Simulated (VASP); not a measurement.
A run of VASP 6.6.1 is set up as follows.

File INCAR:

```
SYSTEM = Re
PREC     = Accurate       ! precision mode
ENCUT    = 520            ! plane-wave cutoff, eV
EDIFF    = 1E-6           ! SCF threshold, eV
ISMEAR   = -1             ! smearing method
SIGMA    = 0.08           ! smearing width, eV
LREAL    = .False.        ! projectors in reciprocal space
LASPH    = .True.         ! aspherical terms in the spheres
NELM     = 100            ! most SCF steps
ALGO     = Normal         ! electronic algorithm
ISIF     = 2              ! what is computed and relaxed
LWAVE    = .False.        ! write WAVECAR
LCHARG   = .False.        ! write CHGCAR
GGA      = PE             ! functional
NBANDS   = 10             ! bands
```

KPOINTS

```
Automatic mesh
0
Gamma
  16 16 15
  0 0 0
```

File POSCAR:

```
Re
1.0
    2.7641528354      0.0000000000      0.0000000000
   -1.3820764177      2.3938265754      0.0000000000
    0.0000000000      0.0000000000      2.4693650087
Re
1
Direct
    0.0000000000      0.0000000000      0.0000000000
```

Potentials or basis: VASP PAW PBE potentials, release 64 (Re).

Launch:

```bash
$ cat potpaw_PBE.64/Re/POTCAR > POTCAR
$ mpirun -np 1 vasp_std > vasp.out
```

(1) What does it give for the pressure?

Results:

(1) -0.9 GPa.
